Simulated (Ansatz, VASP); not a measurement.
## Two plane-wave programs on Sn

```xyz
1
Lattice="-1.6402 1.6868 2.4553 1.6402 -1.6868 2.4553 1.6402 1.6868 -2.4553" Properties=species:S:1:pos:R:3 pbc="T T T"
Sn    0.0000    0.0000    0.0000
```

Change from the starting cell: strain -0.050 along x and y, +0.050 along z, atoms carried along.

Alike in both runs: task single point; functional r2SCAN; k mesh 20 × 20 × 20; occupations gaussian, width 0.15 eV; no spin polarisation.

|  | VASP | Ansatz |
| --- | --- | --- |
| version | VASP 6.6.1 | Ansatz 0.2.0 |
| potentials or method | VASP PAW PBE potentials, release 64 (Sn_d), cutoff 520 eV | scalar-relativistic, plane waves, PAW |
| valence electrons in the cell | 14 | 14 |

```csv
,VASP,Ansatz,Ansatz less VASP
gap on the k mesh at the Fermi level (eV),none,none,-
pressure (GPa),0.3,0.3,+0.01
"traceless stress, the component that is largest in VASP (GPa)",-0.47,-0.47,+0.005
```

VASP's potentials were made for PBE, not for r2SCAN. A gap of «none» marks a metal or a gap that the smearing closes.
